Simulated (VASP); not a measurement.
A run of VASP 6.6.1 is set up as follows.

POSCAR

```
NaCl
1.0
    0.0000000000      2.8317500000      2.8317500000
    2.8317500000      0.0000000000      2.8317500000
    2.8317500000      2.8317500000      0.0000000000
Na Cl
1 1
Direct
    0.0000000000      0.0000000000      0.0000000000
    0.5000000000      0.5000000000      0.5000000000
```

INCAR.step1

```
SYSTEM = NaCl
PREC     = Accurate       ! precision mode
ENCUT    = 440            ! plane-wave cutoff, eV
ISMEAR   = -1             ! smearing method
SIGMA    = 0.03           ! smearing width, eV
LREAL    = .False.        ! projectors in reciprocal space
LASPH    = .True.         ! aspherical terms in the spheres
NELM     = 120            ! most SCF steps
NBANDS   = 14             ! bands
GGA      = PE             ! functional
ALGO     = Normal         ! electronic algorithm
EDIFF    = 1E-5           ! SCF threshold, eV
LWAVE    = .True.         ! write WAVECAR
LCHARG   = .False.        ! write CHGCAR
GGA_COMPAT= .False.
```

Contents of INCAR.step2:

```
SYSTEM = NaCl
PREC     = Accurate       ! precision mode
ENCUT    = 440            ! plane-wave cutoff, eV
EDIFF    = 1E-8           ! SCF threshold, eV
ISMEAR   = -1             ! smearing method
SIGMA    = 0.03           ! smearing width, eV
LREAL    = .False.        ! projectors in reciprocal space
LASPH    = .True.         ! aspherical terms in the spheres
NELM     = 120            ! most SCF steps
ALGO     = Normal         ! electronic algorithm
ISIF     = 2              ! what is computed and relaxed
LWAVE    = .False.        ! write WAVECAR
LCHARG   = .False.        ! write CHGCAR
METAGGA  = R2SCAN         ! meta-GGA
LMIXTAU  = .True.       
LEFG     = .True.       
NBANDS   = 14             ! bands
ISTART   = 1            
GGA_COMPAT= .False.
```

File KPOINTS:

```
regular mesh
0
Gamma
  8 8 8
  0 0 0
```

Potentials or basis: VASP PAW PBE potentials, release 64 (Na_pv, Cl).

Run with:

```bash
$ cat potpaw_PBE.64/Na_pv/POTCAR potpaw_PBE.64/Cl/POTCAR > POTCAR
$ cp INCAR.step1 INCAR
$ mpirun -np 1 vasp_std > vasp.out
$ cp INCAR.step2 INCAR
$ mpirun -np 1 vasp_std > vasp.out
```

Task: What does it give for the pressure?

Result: -1.2 GPa.

Task: Estimate the band gap on the k mesh.

Result: 5.87 eV.

Caveat: the PAW data sets were made with another functional, which shifts forces and pressure a little. A k mesh can miss the band edges.
